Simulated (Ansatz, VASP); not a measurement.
## One calculation of Be2Al5, two programs

Contents of INCAR:

```
SYSTEM = Be2Al5
ALGO = Normal ; EDIFF = 1E-7
EDIFFG = -0.01 ; ENCUT = 600
GGA = PE ; IBRION = 2
ISIF = 3 ; ISMEAR = 0
LASPH = .TRUE. ; LCHARG = .FALSE.
LREAL = .FALSE. ; LWAVE = .FALSE.
NELM = 100 ; NSW = 100
PREC = Accurate ; SIGMA = 0.1
```

KPOINTS

```
k-points
0
G
  6 6 14
  0 0 0
```

File POSCAR:

```
Be2Al5
1.0
    6.3030786695      0.0000000000      0.0000000000
    0.0000000000      6.3030786695      0.0000000000
    0.0000000000      0.0000000000      2.7981931978
Be Al
2 5
Direct
    0.5000000000      0.0000000000      0.0000000000
    0.0000000000      0.5000000000      0.0000000000
    0.7909784523      0.7909784523      0.5000000000
    0.2090215477      0.2090215477      0.5000000000
    0.2090215477      0.7909784523      0.5000000000
    0.7909784523      0.2090215477      0.5000000000
    0.5000000000      0.5000000000      0.5000000000
```

Input for Ansatz:

```yaml
crystal:
  lattice:
    - [6.3030786695, 0.0, 0.0]
    - [0.0, 6.3030786695, 0.0]
    - [0.0, 0.0, 2.7981931978]
  atoms:
    - { symbol: Be, position: [0.5, 0.0, 0.0] }
    - { symbol: Be, position: [0.0, 0.5, 0.0] }
    - { symbol: Al, position: [0.7909784523, 0.7909784523, 0.5] }
    - { symbol: Al, position: [0.2090215477, 0.2090215477, 0.5] }
    - { symbol: Al, position: [0.2090215477, 0.7909784523, 0.5] }
    - { symbol: Al, position: [0.7909784523, 0.2090215477, 0.5] }
    - { symbol: Al, position: [0.5, 0.5, 0.5] }
basis:
  ecutwfc: 420
kpoints:
  mp_grid: { grid: [6, 6, 14] }
hamiltonian:
  xc: pbe
scf:
  occupations: { method: gaussian, width: 0.1 }
output:
  forces: true
  stress: true
  eigenvalues: true
relax:
  adjacent_minimum: "off"
  f_tol: 0.01
  max_steps: 80
  cell: { stress_tol: 0.05 }
```

Alike in both runs: task relaxation of cell and atoms; functional PBE; k mesh 6 × 6 × 14; occupations gaussian, width 0.1 eV; no spin polarisation.

|  | VASP | Ansatz |
| --- | --- | --- |
| version | VASP 6.6.1 | Ansatz 0.2.0 |
| potentials or method | VASP PAW PBE potentials, release 64 (Be, Al), cutoff 600 eV | scalar-relativistic, plane waves, PAW |
| valence electrons in the cell | 19 | 19 |

|  | VASP | Ansatz | Ansatz less VASP |
| --- | --- | --- | --- |
| gap on the k mesh at the Fermi level, each at its own relaxed structure (eV) | none | none | - |
| relaxed volume (Å³/atom) | 15.77 | 15.78 | +0.007 |
| relaxed length of the cell vector where the two differ most in proportion (Å) | 6.409 | 6.411 | +0.0015 |

A gap of «none» marks a metal or a gap that the smearing closes.

Noted on VASP's run: too few bands were computed for a metal, which touches its energy and stress.
